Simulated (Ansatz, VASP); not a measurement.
## Te in VASP and in Ansatz

Contents of INCAR:

```
ALGO = Normal ; EDIFF = 1E-6
ENCUT = 500 ; GGA = PE
GGA_COMPAT = False ; ISIF = 2
ISMEAR = 0 ; IVDW = 12
LASPH = True ; LCHARG = False
LREAL = False ; LWAVE = False
NBANDS = 16 ; NELM = 120
PREC = Accurate ; SIGMA = 0.01
```

Contents of KPOINTS:

```
k-points
0
Gamma
  15 15 10
```

The input POSCAR:

```
Te
1.0
    4.4540000000      0.0000000000      0.0000000000
   -2.2270000000      3.8572771485      0.0000000000
    0.0000000000      0.0000000000      5.9240000000
Te
3
Direct
    0.2690000000      0.0000000000      0.3333333333
    0.0000000000      0.2690000000      0.6666666667
    0.7310000000      0.7310000000      0.0000000000
```

Input for Ansatz:

```yaml
crystal:
  lattice:
    - [4.454, 0.0, 0.0]
    - [-2.227, 3.8572771485, 0.0]
    - [0.0, 0.0, 5.924]
  atoms:
    - { symbol: Te, position: [0.269, 0.0, 0.3333333333] }
    - { symbol: Te, position: [0.0, 0.269, 0.6666666667] }
    - { symbol: Te, position: [0.731, 0.731, 0.0] }
basis:
  ecutwfc: 420
kpoints:
  mp_grid: { grid: [15, 15, 10] }
hamiltonian:
  xc: pbe
  dispersion: d3bj
scf:
  occupations: { method: gaussian, width: 0.01 }
output:
  forces: true
  stress: true
  eigenvalues: true
```

Alike in both runs: task single point; functional PBE; dispersion D3(BJ); k mesh 15 × 15 × 10; occupations gaussian, width 0.01 eV; no spin polarisation.

|  | VASP | Ansatz |
| --- | --- | --- |
| version | VASP 6.6.1 | Ansatz 0.2.0 |
| potentials or method | VASP PAW PBE potentials, release 64 (Te), cutoff 500 eV | scalar-relativistic, plane waves, PAW |
| valence electrons in the cell | 18 | 48 |

```csv
,VASP,Ansatz,Ansatz less VASP
gap on the k mesh at the Fermi level (eV),0.17,0.19,+0.021
least direct gap on the mesh (eV),0.17,0.19,+0.021
pressure (GPa),-0.7,-0.7,-0.01
"traceless stress, the component that is largest in VASP (GPa)",0.33,0.31,-0.017
rms of the force components (eV/Å),0.096,0.089,-0.0069
```

Atom by atom the forces differ by 0.007 eV/Å (rms over components). VASP's potentials hold 18 valence electrons a cell and Ansatz's 48, so a difference there can come from the potentials and not from the codes.

Spin-orbit coupling is off throughout.
